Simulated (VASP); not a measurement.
LiCl: single point with PBEsol

LiCl:

```
CELL_PARAMETERS angstrom
3.27112 0.00000 0.00000
0.00000 3.27112 0.00000
0.00000 0.00000 3.27112
ATOMIC_POSITIONS crystal
Li 0.00000 0.00000 0.00000
Cl 0.50000 0.50000 0.50000
```

```
Program             : VASP 6.6.1
Task                : single point
Functional          : PBEsol
Potentials or basis : VASP PAW PBE potentials, release 64 (Li_sv, Cl)
Cutoff              : 750 eV
k mesh              : 6 × 6 × 6
Occupations         : methfessel-paxton, width 0.05 eV
Spin                : no spin polarisation
```

```yaml
Pressure: -1.3 GPa
Band_gap_on_the_k_mesh: 4.27 eV, indirect (least direct gap 5.08 eV)
```

Levels at points of the mesh, in eV from the valence-band top:
| k point | band 3 | band 4 | band 5 | band 6 | band 7 | band 8 |
| --- | --- | --- | --- | --- | --- | --- |
| (0.00, 0.00, 0.00) | -0.83 | -0.83 | -0.83 | 4.27 | 8.52 | 8.52 |
| (0.50, 0.00, 0.00) | -4.02 | -0.35 | -0.35 | 5.70 | 9.40 | 10.16 |
| (0.50, 0.50, 0.00) | -3.39 | -3.39 | 0.00 | 5.08 | 9.71 | 9.71 |
| (0.50, 0.50, 0.50) | -2.52 | -2.52 | -2.52 | 5.05 | 5.05 | 5.05 |

Wall time 22 s on 1 thread of AMD EPYC 7R13, on a shared host, peak memory 0.13 GiB.

Caveat: the PAW data sets were made with another functional, which shifts forces and pressure a little. A k mesh can miss the band edges.
